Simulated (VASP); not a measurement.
F: single point with PBE

The system is F.

```
F
1.0
     0.00000    1.36996    1.36996
     1.36996    0.00000    1.36996
     1.36996    1.36996    0.00000
F
1
Direct
  0.00000 0.00000 0.00000
```

This cell differs from its parent crystal: volume scaled by 0.5.

```json
{
  "Program": "VASP 6.6.1",
  "Task": "single point",
  "Functional": "PBE",
  "Potentials or basis": "VASP PAW PBE potentials, release 64 (F)",
  "Cutoff": "520 eV",
  "k mesh": "17 × 17 × 17",
  "Occupations": "fermi-dirac, width 0.1 eV",
  "Spin": "no spin polarisation",
  "Dipole correction": "no",
  "Further INCAR settings": "ALGO = Normal; EDIFF = 1e-07; NBANDS = 10"
}
```

```
Pressure : 203.8 GPa
```

Levels at points of the mesh, in eV from the Fermi level:
```
           k point  band 1  band 2  band 3  band 4  band 5  band 6  band 7  band 8  band 9
(0.00, 0.00, 0.00)  -28.82    1.50    1.50    1.50   23.77   44.38   44.38   44.38   50.40
```

Wall time 4.6 s on 1 thread of Intel Xeon 6975P-C (shared host), peak memory 0.11 GiB.

Caveat: an odd number of electrons without spin polarisation forces a metal; a magnetic or distorted state may lie lower.
